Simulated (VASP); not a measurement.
# Mg3ZrN (P6mm) in VASP: further runs

Runs on Mg3ZrN. Level: PBE. Tasks: relaxation of cell and atoms.

Program: VASP 6.6.1. These are calculated values, not measurements. Logs are shortened: lines on timing, memory, paths and dates and some standing lists are left out, and cuts for length are marked.

**1. The cell of the first run**

Symmetry: P6mm, No. 183, hexagonal system. The conventional cell has a = 4.990 Å, b = 4.990 Å, c = 7.019 Å, α = 90.00°, β = 90.00°, γ = 120.00°. Mg (site symmetry 3m) has 6 Mg at 2.88 to 3.37 Å and 3 Zr at 3.26 Å within 3.8 Å. Within 2.6 Å of Mg (site symmetry 6mm) lie 1 N at 1.95 Å. Zr (site symmetry 6mm) has 1 N at 1.81 Å within 2.4 Å. N (site symmetry 6mm) has 1 Zr at 1.81 Å and 1 Mg at 1.95 Å within 2.4 Å.

**2. Relaxation of cell and atoms, PBE**

Contents of INCAR:

```
  ALGO = Normal
  EDIFF = 1E-7
  EDIFFG = -0.04
  ENCUT = 600
  GGA = PE
  IBRION = 2
  ISIF = 3
  ISMEAR = 0
  LASPH = T
  LCHARG = F
  LREAL = F
  LWAVE = F
  NELM = 100
  NSW = 90
  PREC = Accurate
  SIGMA = 0.1
```

Contents of KPOINTS:

```
k-points
0
Gamma
  6 6 4
```

Contents of POSCAR:

```
Mg3ZrN
1.0
    4.9896152710      0.0000000000      0.0000000000
   -2.4948076355      4.3211335798      0.0000000000
    0.0000000000      0.0000000000      7.0188722091
Mg Zr N
3 1 1
Direct
    0.3333333333      0.6666666667      0.2886311468
    0.6666666667      0.3333333333      0.2886311468
    0.0000000000      0.0000000000      0.5364881844
    0.0000000000      0.0000000000      0.0722266047
    0.0000000000      0.0000000000      0.8143092574
```

Potentials or basis: VASP PAW PBE potentials, release 64 (Mg, Zr_sv, N).

Started as:

```console
cat potpaw_PBE.64/Mg/POTCAR potpaw_PBE.64/Zr_sv/POTCAR potpaw_PBE.64/N/POTCAR > POTCAR
mpirun -np 1 vasp_std > vasp.out
```

OUTCAR:

```text
EDIFF = 1E-7
   EDIFFG = -0.04
   ENCUT = 600
   GGA = PE
   IBRION = 2
   ISIF = 3
   ISMEAR = 0
   LASPH = T
   LREAL = F
   NELM = 100
   NSW = 90
   PREC = Accurate

 ion  position               nearest neighbor table
   1  0.333  0.667  0.289-   2 2.88   2 2.88   2 2.88   4 3.26   4 3.26   4 3.26   3 3.37   3 3.37
                             3 3.37
   2  0.667  0.333  0.289-   1 2.88   1 2.88   1 2.88   4 3.26   4 3.26   4 3.26   3 3.37   3 3.37
                             3 3.37
   3  0.000  0.000  0.536-   5 1.95   4 3.26   1 3.37   2 3.37   2 3.37   1 3.37   2 3.37   1 3.37
                             4 3.76
   4  0.000  0.000  0.072-   5 1.81   2 3.26   1 3.26   2 3.26   1 3.26   2 3.26   1 3.26   3 3.26
                             3 3.76
   5  0.000  0.000  0.814-   4 1.81   3 1.95

  LATTYP: Found a hexagonal cell.
 ALAT       =     4.9896152710
 C/A-ratio  =     1.4066960733

  Lattice vectors:

 A1 = (   4.9896152710,   0.0000000000,   0.0000000000)
 A2 = (  -2.4948076355,   4.3211335798,   0.0000000000)
 A3 = (   0.0000000000,   0.0000000000,   7.0188722091)

Analysis of symmetry for initial positions (statically):
=====================================================================
 Subroutine PRICEL returns:
 Original cell was already a primitive cell.

 Routine SETGRP: Setting up the symmetry group for a
 hexagonal supercell.

 Subroutine GETGRP returns: Found 12 space group operations
 (whereof 12 operations were pure point group operations)
 out of a pool of 24 trial point group operations.

The static configuration has the point symmetry C_6v.

Analysis of symmetry for dynamics (positions and initial velocities):
=====================================================================
 Subroutine PRICEL returns:
 Original cell was already a primitive cell.

 Routine SETGRP: Setting up the symmetry group for a
 hexagonal supercell.

 Subroutine GETGRP returns: Found 12 space group operations
 (whereof 12 operations were pure point group operations)
 out of a pool of 24 trial point group operations.

The dynamic configuration has the point symmetry C_6v.

 Subroutine INISYM returns: Found 12 space group operations
 (whereof 12 operations are pure point group operations),
 and found     1 'primitive' translations

----------------------------------------------------------------------------------------

                                     Primitive cell

  volume of cell :     151.3325

  direct lattice vectors                    reciprocal lattice vectors
     4.989615271  0.000000000  0.000000000     0.200416254  0.115710378  0.000000000
    -2.494807635  4.321133580  0.000000000     0.000000000  0.231420756  0.000000000
     0.000000000  0.000000000  7.018872209     0.000000000  0.000000000  0.142473031

  length of vectors
     4.989615271  4.989615271  7.018872209     0.231420756  0.231420756  0.142473031

  position of ions in fractional coordinates (direct lattice)
     0.333333333  0.666666667  0.288631147
     0.666666667  0.333333333  0.288631147
     0.000000000  0.000000000  0.536488184
     0.000000000  0.000000000  0.072226605
     0.000000000  0.000000000  0.814309257

  ion indices of the primitive-cell ions
   primitive index   ion index
                 1           1
                 2           2
                 3           3
                 4           4
                 5           5

----------------------------------------------------------------------------------------

 KPOINTS: k-points

Automatic generation of k-mesh.
 Grid dimensions read from file:
 generate k-points for:    6    6    4

 Generating k-lattice:

  Cartesian coordinates                     Fractional coordinates (reciprocal lattice)
     0.033402709  0.019285063  0.000000000     0.166666667 -0.000000000  0.000000000
     0.000000000  0.038570126  0.000000000     0.000000000  0.166666667  0.000000000
     0.000000000  0.000000000  0.035618258     0.000000000  0.000000000  0.250000000

  Length of vectors
     0.038570126  0.038570126  0.035618258

  Shift w.r.t. Gamma in fractional coordinates (k-lattice)
     0.000000000  0.000000000  0.000000000

 Subroutine IBZKPT returns following result:
 ===========================================

 Found     21 irreducible k-points:

 Following reciprocal coordinates:
            Coordinates               Weight
  0.000000  0.000000  0.000000      1.000000
  0.166667  0.000000  0.000000      6.000000
  0.333333  0.000000  0.000000      6.000000
  0.500000  0.000000  0.000000      3.000000
  0.166667  0.166667  0.000000      6.000000
  0.333333  0.166667  0.000000     12.000000
[... 13 lines left out ...]
  0.333333  0.166667  0.500000     12.000000
  0.333333  0.333333  0.500000      2.000000
   k-points           NKPTS =     21   k-points in BZ     NKDIM =     21   number of bands    NBANDS=     15
   number of dos      NEDOS =    301   number of ions     NIONS =      5
   total plane-waves  NPLWV =  89600
   dimension x,y,z NGX =    40 NGY =   40 NGZ =   56
   dimension x,y,z NGXF=    80 NGYF=   80 NGZF=  112
   ions per type =               3   1   1
   NGX,Y,Z   is equivalent  to a cutoff of  13.33, 13.33, 13.26 a.u.
   NGXF,Y,Z  is equivalent  to a cutoff of  26.65, 26.65, 26.53 a.u.
 SYSTEM =  unknown system
   PREC   = accura    normal or accurate (medium, high low for compatibility)
   ISTART =      0    job   : 0-new  1-cont  2-samecut
   ICHARG =      2    charge: 1-file 2-atom 10-const
   ISPIN  =      1    spin polarized calculation?
   LNONCOLLINEAR =      F non collinear calculations
   LSORBIT =      F    spin-orbit coupling
   LASPH  =      T    aspherical Exc in radial PAW
   ENCUT  =  600.0 eV  44.10 Ry    6.64 a.u.   9.97  9.97 14.02*2*pi/ulx,y,z
   NELM   =    100;   NELMIN=  2; NELMDL= -5     # of ELM steps
   EDIFF  = 0.1E-06   stopping-criterion for ELM
   LREAL  =      F    real-space projection
   EDIFFG = -.4E-01   stopping-criterion for IOM
   NSW    =     90    number of steps for IOM
   IBRION =      2    ionic relax: 0-MD 1-quasi-New 2-CG
   NFREE  =      1    steps in history (QN), initial steepest desc. (CG)
   ISIF   =      3    stress and relaxation
   ISYM   =      2    0-nonsym 1-usesym 2-fastsym
   POTIM  = 0.5000    time-step for ionic-motion
   TEBEG  =    0.0;   TEEND  =   0.0 temperature during run
   PSTRESS=    0.0 pullay stress
   NELECT =      23.0000    total number of electrons
   NUPDOWN=      -1.0000    fix difference up-down
   EMIN   =  10.00;   EMAX   =-10.00  energy-range for DOS
   EFERMI =   0.00;   METHOD = LEGACY
   ISMEAR =     0;   SIGMA  =   0.10  broadening in eV -4-tet -1-fermi 0-gaus
   EFERMI_NEDOS =   21; number of points for ismear=-14 and -15
   IALGO  =     38    algorithm
   IMIX   =      4    mixing-type and parameters
     AMIX     =   0.40;   BMIX     =  1.00
     AMIX_MAG =   1.60;   BMIX_MAG =  1.00
  volume/ion in A,a.u.               =      30.27       204.25
  Fermi-wavevector in a.u.,A,eV,Ry     =   0.873655  1.650969 10.384966  0.763273
  Thomas-Fermi vector in A             =   1.993076
   LORBIT       =      0    0 simple, 1 ext, 2 COOP (PROOUT), +10 PAW based schemes
   GGA     = PE    functional components
   LHFCALC =     F    Hartree Fock is set to
   AEXX    =    0.0000 exact exchange contribution
   IVDW    =     0    specifies the selected vdW correction
   LEPSILON=     F    determine dielectric tensor
   LRPA    =     F    only Hartree local field effects (RPA)
 conjugate gradient relaxation of ions
 non-spin polarized calculation
 Gauss-broadening in eV      SIGMA  =   0.10
  energy-cutoff  :      600.00
  volume of cell :      151.33
 maximum number of plane-waves:      5076
 NGX is ok and might be reduce to    40
   NGX = 19   NGY = 19   NGZ = 29

--------------------------------------- Ionic step        1  -------------------------------------------

 number of electron      23.0000001 magnetization

 Free energy of the ion-electron system (eV)
  ---------------------------------------------------
  ext. energy  EPLUGINS =         0.00000000
  ---------------------------------------------------
  free energy    TOTEN  =       -19.82880103 eV

  energy without entropy =      -19.80123988  energy(sigma->0) =      -19.81502046

------------------------ aborting loop because EDIFF is reached ----------------------------------------

  FORCE on cell =-STRESS in cart. coord.  units (eV):
  Direction    XX          YY          ZZ          XY          YZ          ZX
  --------------------------------------------------------------------------------------
  -------------------------------------------------------------------------------------
  Total        0.3397106      0.3397106      0.2029056      0.0000000      0.0000000      0.0000000
  in kB        3.5965626      3.5965626      2.1481892      0.0000000      0.0000000      0.0000000
  external PRESSURE =       3.1137715 kB  Pullay stress =       0.0000000 kB
[... 102 lines left out ...]
  energy  without entropy=      -19.8022377409  energy(sigma->0) =      -19.81598849

--------------------------------------- Ionic step        4  -------------------------------------------

 number of electron      23.0000001 magnetization

 Free energy of the ion-electron system (eV)
  ---------------------------------------------------
  ext. energy  EPLUGINS =         0.00000000
  ---------------------------------------------------
  free energy    TOTEN  =       -19.83101380 eV

  energy without entropy =      -19.80369229  energy(sigma->0) =      -19.81735304

 E-fermi :   1.1248     XC(G=0):  -7.3312

 val. band max:        1.1047262979   @ k =   0.1667   0.0000   0.0000
 cond. band min:       1.1579369575   @ k =   0.1667   0.0000   0.2500
 fundamental gap:      0.0532106596
 Fermi energy:         1.1248003366

 k-point     1 :       0.0000    0.0000    0.0000
  band No.  band energies     occupation
      1     -47.6803      2.00000
      2     -25.8561      2.00000
      3     -25.8561      2.00000
      4     -25.8499      2.00000
      5     -10.7155      2.00000
      6      -4.0288      2.00000
      7      -1.4947      2.00000
      8      -0.5523      2.00000
      9      -0.5523      2.00000
     10      -0.4674      2.00000
     11       1.1618      0.60082
     12       1.1618      0.60082
     13       2.2547      0.00000
     14       2.2547      0.00000
     15       3.4337      0.00000
[... 390 lines left out ...]
  FREE ENERGIE OF THE ION-ELECTRON SYSTEM (eV)
  ---------------------------------------------------
  free  energy   TOTEN  =       -19.8310137988 eV

  energy  without entropy=      -19.8036922892  energy(sigma->0) =      -19.81735304

 reached required accuracy - stopping structural energy minimisation
```

It took 2.6 min on 1 thread of Intel Xeon Platinum 8488C (Sapphire Rapids), shared host; peak memory 0.33 GiB.

What came out:

```
Free energy                            : -19.8310 eV
Relaxed volume                         : 30.56 Å³/atom
Relaxed cell                           : a = 5.013 Å, b = 5.013 Å, c = 7.021 Å, α = 90.00°, β = 90.00°, γ = 120.00°
Space group after relaxing (to 0.05 Å) : P6mm (No. 183)
Energy gained by relaxing              : 0.4 meV/atom
Ionic steps                            : 4
Pressure after relaxing                : 0.0 GPa
Largest force after relaxing           : 0.039 eV/Å
```

Forces in eV/Å, atoms in the order of the input:
```
Mg   0.000  0.000  0.000
Mg   0.000  0.000  0.000
Mg   0.000  0.000 -0.029
Zr   0.000  0.000 -0.008
N    0.000  0.000  0.039
```

The path:
| step | energy change (eV) | largest force (eV/Å) | pressure (GPa) | volume (Å³) |
| --- | --- | --- | --- | --- |
| 1 | 0.0000 | 0.1098 | 0.31 | 151.33 |
| 2 | -0.0001 | 0.3034 | -0.15 | 152.62 |
| 3 | -0.0009 | 0.1061 | 0.07 | 152.00 |
| 4 | -0.0022 | 0.0386 | 0.00 | 152.81 |

Final structure:
```
Mg Zr N
1.0
     5.01313    0.00000    0.00000
    -2.50656    4.34150    0.00000
     0.00000    0.00000    7.02110
Mg Zr N
3 1 1
Direct
  0.33333 0.66667 0.28878
  0.66667 0.33333 0.28878
  0.00000 0.00000 0.53630
  0.00000 0.00000 0.07243
  0.00000 0.00000 0.81399
```

**3. Relaxation of cell and atoms, PBE**

This run uses another cell than the first one, of 30.71 Å³/atom, 1.015 times its volume.

Contents of INCAR:

```
PREC = Accurate
ENCUT = 600
EDIFF = 1E-7
ISMEAR = 0
SIGMA = 0.1
LREAL = False
LASPH = True
NELM = 80
ALGO = Normal
ISIF = 3
LWAVE = False
LCHARG = False
GGA = PE
IBRION = 2
NSW = 100
EDIFFG = -0.01
```

Contents of KPOINTS:

```
regular mesh
0
Gamma
  12 12 6
```

Contents of POSCAR:

```
Mg3ZrN
1.0
    5.0370846635      0.0000000000      0.0000000000
   -2.5185423317      4.3622432796      0.0000000000
    0.0000000000      0.0000000000      6.9889552841
Mg Zr N
3 1 1
Direct
    0.3333333333      0.6666666667      0.2884475204
    0.6666666667      0.3333333333      0.2884475204
    0.0000000000      0.0000000000      0.5354261059
    0.0000000000      0.0000000000      0.0734011787
    0.0000000000      0.0000000000      0.8145640147
```

Potentials or basis: VASP PAW PBE potentials, release 64 (Mg, Zr_sv, N).

Started as:

```console
cat potpaw_PBE.64/Mg/POTCAR potpaw_PBE.64/Zr_sv/POTCAR potpaw_PBE.64/N/POTCAR > POTCAR
mpirun -np 1 vasp_std > vasp.out
```

It took 8.5 min on 1 thread of Intel Xeon Platinum 8488C (Sapphire Rapids), shared host; peak memory 0.49 GiB.

It converged, with:

| Quantity | Value |
| --- | --- |
| Free energy | -19.8450 eV |
| Relaxed volume | 30.68 Å³/atom |
| Relaxed cell | a = 5.034 Å, b = 5.034 Å, c = 6.990 Å, α = 90.00°, β = 90.00°, γ = 120.00° |
| Space group after relaxing (to 0.05 Å) | P6mm (No. 183) |
| Energy gained by relaxing | 0.1 meV/atom |
| Ionic steps | 4 |
| Pressure after relaxing | 0.0 GPa |
| Largest force after relaxing | 0.005 eV/Å |

Forces on the atoms (eV/Å):
```
Mg   0.000  0.000  0.000
Mg   0.000  0.000  0.000
Mg   0.000  0.000 -0.005
Zr   0.000  0.000  0.001
N    0.000  0.000  0.004
```

The path:
| step | energy change (eV) | largest force (eV/Å) | pressure (GPa) | volume (Å³) |
| --- | --- | --- | --- | --- |
| 1 | 0.0000 | 0.1197 | 0.03 | 153.57 |
| 2 | 0.0016 | 0.3368 | -0.27 | 153.68 |
| 3 | -0.0002 | 0.0033 | -0.05 | 153.60 |
| 4 | -0.0003 | 0.0048 | -0.02 | 153.42 |

Final structure:
```
CELL_PARAMETERS angstrom
5.03417 0.00000 0.00000
-2.51708 4.35972 0.00000
0.00000 0.00000 6.99038
ATOMIC_POSITIONS crystal
Mg 0.33333 0.66667 0.28844
Mg 0.66667 0.33333 0.28844
Mg 0.00000 0.00000 0.53542
Zr 0.00000 0.00000 0.07366
N 0.00000 0.00000 0.81434
```

Levels at points of the mesh, in eV from the Fermi level:
```
           k point  band 8  band 9  band 10  band 11  band 12  band 13  band 14  band 15
(0.00, 0.00, 0.00)   -1.64   -1.64    -1.52     0.07     0.07     1.15     1.15     2.39
(0.50, 0.00, 0.00)   -2.47   -1.94    -1.72    -0.51    -0.23     0.80     1.22     1.53
(0.00, 0.00, 0.50)   -1.71   -1.71    -0.90     0.09     0.09     1.54     1.54     2.54
(0.50, 0.00, 0.50)   -2.11   -1.84    -1.82    -0.01     0.11     0.71     1.25     1.53
```
